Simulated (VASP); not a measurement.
Set up this calculation in VASP 6.6.1, as the native input.

```yaml
Task: single point
Functional: PBE
Potentials_or_basis: VASP PAW PBE potentials, release 64 (Mg, Cd, S)
Cutoff: 520 eV
k_mesh: 6 × 6 × 2
Occupations: gaussian, width 0.1 eV
Spin: no spin polarisation
Dipole_correction: no
Further_INCAR_settings: ALGO = Normal; EDIFF = 1e-06; NBANDS = 28
```

The structure of MgCdS4 lies in POSCAR:

```
MgCdS4
1.0
    4.9591744400      0.0000000000      0.0000000000
   -2.4795872200      4.2947710400      0.0000000000
    0.0000000000      0.0000000000      7.8135381600
Mg Cd S
1 1 4
Direct
    0.3333333300      0.6666666700      0.0000000000
    0.6666666700      0.3333333300      0.5000000000
    0.6666666700      0.3333333300      0.7811462200
    0.6666666700      0.3333333300      0.2188537800
    0.0000000000      0.0000000000      0.0000000000
    0.0000000000      0.0000000000      0.5000000000
```

The input as run:

INCAR

```
SYSTEM = MgCdS4
  ALGO = Normal
  EDIFF = 1E-6
  ENCUT = 520
  GGA = PE
  ISIF = 2
  ISMEAR = 0
  LASPH = .TRUE.
  LCHARG = .FALSE.
  LREAL = .FALSE.
  LWAVE = .FALSE.
  NBANDS = 28
  NELM = 80
  PREC = Accurate
  SIGMA = 0.1
```

KPOINTS

```
k-points
0
G
  6 6 2
  0 0 0
```

Potentials or basis: VASP PAW PBE potentials, release 64 (Mg, Cd, S).

Run with:

```bash
$ cat potpaw_PBE.64/Mg/POTCAR potpaw_PBE.64/Cd/POTCAR potpaw_PBE.64/S/POTCAR > POTCAR
$ mpirun -np 1 vasp_std > vasp.out
```

It gave:

| Property | Result |
| --- | --- |
| Pressure | -1.9 GPa |
| Largest force | 3.457 eV/Å |
| Band gap on the k mesh | zero (band 19 reaches 1.21 eV, above the bottom of band 20 at 0.40 eV) |

Caveat: the k points lie up to 0.40 Å⁻¹ apart; forces of over 1 eV/Å act on the atoms, so gaps and moduli don't describe the material at rest.

Run time: 100 s on 1 thread of Intel(R) Xeon(R) Platinum 8488C (Sapphire Rapids), on a shared host, peak memory 0.32 GiB.
